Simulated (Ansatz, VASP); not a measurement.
Ti2BiO3 in VASP and in Ansatz

```
Ti Bi O
1.0
     3.11442    0.00000    0.00000
    -1.55721    2.69717    0.00000
     0.00000    0.00000   12.14123
Ti Bi O
2 1 3
Direct
  0.66667 0.33333 0.10388
  0.33333 0.66667 0.89612
  0.00000 0.00000 0.50000
  0.00000 0.00000 0.00000
  0.66667 0.33333 0.82681
  0.33333 0.66667 0.17319
```

Alike in both runs: task relaxation of cell and atoms; functional PBE; k mesh 12 × 12 × 4; occupations gaussian, width 0.1 eV; no spin polarisation.

|  | VASP | Ansatz |
| --- | --- | --- |
| version | VASP 6.6.1 | Ansatz 0.2.0 |
| potentials or method | VASP PAW PBE potentials, release 64 (Ti_sv, Bi_d, O), cutoff 600 eV | scalar-relativistic, plane waves, PAW |
| valence electrons in the cell | 57 | 57 |

```tsv
	VASP	Ansatz	Ansatz less VASP
gap on the k mesh at the Fermi level, each at its own relaxed structure (eV)	none	none	-
relaxed volume (Å³/atom)	16.48	17.06	+0.581
relaxed cell length with the largest relative difference (Å)	11.763	12.184	+0.4206
```

A gap of «none» marks a metal or a gap that the smearing closes.

Spin-orbit coupling is off throughout.
